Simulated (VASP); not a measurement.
B:

```
B
1.0
     1.77782    0.00000    0.00000
    -0.88891    1.53963    0.00000
     0.00000    0.00000    3.95321
B
2
Cartesian
  0.0000 0.0000 1.0050
  0.0000 0.0000 2.9483
```

```yaml
Program: VASP 6.6.1
Task: relaxation of cell and atoms
Functional: PBE
Potentials_or_basis: VASP PAW PBE potentials, release 64 (B)
Cutoff: 600 eV
k_mesh: 12 × 12 × 4
Occupations: gaussian, width 0.1 eV
Spin: no spin polarisation
```

At the start: pressure 57.4 GPa; volume 5.41 Å³/atom.

Q: Where does the relaxation end?

A: Over 26 steps the energy falls by 469.0 meV/atom and the volume is 8.42 Å³/atom (+55.5 %); space group P6/mmm (No. 191, to 0.05 Å).

Step by step:
```
step  energy change (eV)  largest force (eV/Å)  pressure (GPa)  volume (Å³)
   1              0.0000                0.2110           57.37        10.82
   2             -0.2324                0.0184          -20.78        14.15
   3             -0.3209                0.0000           -0.51        12.84
   4             -0.3691                0.0870           -0.68        12.91
   5             -0.4089                0.1025            1.86        13.00
   6             -0.4090                0.1119            1.95        13.00
   7             -0.4091                0.1271            2.12        13.01
   8             -0.4099                0.1603            2.29        13.02
   9             -0.4148                0.0989            2.84        13.04
  10             -0.4366                0.0069            5.61        13.07
  11             -0.4819                0.0528           10.78        13.12
  12             -0.6204                0.0570           21.90        13.13
  13             -0.2261                0.0338           77.40        12.87
  14             -0.6453                0.0594           31.14        13.10
  15             -0.6378                0.0564           35.66        13.08
  16             -0.6437                0.0536           35.85        13.12
  17             -0.6561                0.0446           36.29        13.24
  18             -0.6704                0.0419           38.71        13.47
  19             -0.6934                0.0406           36.51        13.58
  20             -0.7555                0.0374           30.19        13.92
  21             -0.8491                0.0302           18.42        14.61
  22             -0.9249                0.0191           -0.26        16.05
  23             -0.9255                0.0180           -2.06        16.22
  24             -0.9289                0.0167           -1.93        16.28
  25             -0.9356                0.0128           -1.43        16.46
  26             -0.9380                0.0084           -0.29        16.83
```

Final structure:
```xyz
2
Lattice="1.7129 0.0000 0.0000 -0.8565 1.4834 0.0000 0.0000 0.0000 6.6236" Properties=species:S:1:pos:R:3 pbc="T T T"
B     0.0000    0.0000    1.6612
B     0.0000    0.0000    4.9624
```

Caveat: the k points lie up to 0.35 Å⁻¹ apart in the final cell; the volume moved by over 15 % at a fixed basis, so the end points are rough; this functional lacks dispersion, which binds the layers, so the pressure and a relaxed spacing across them are unreliable.
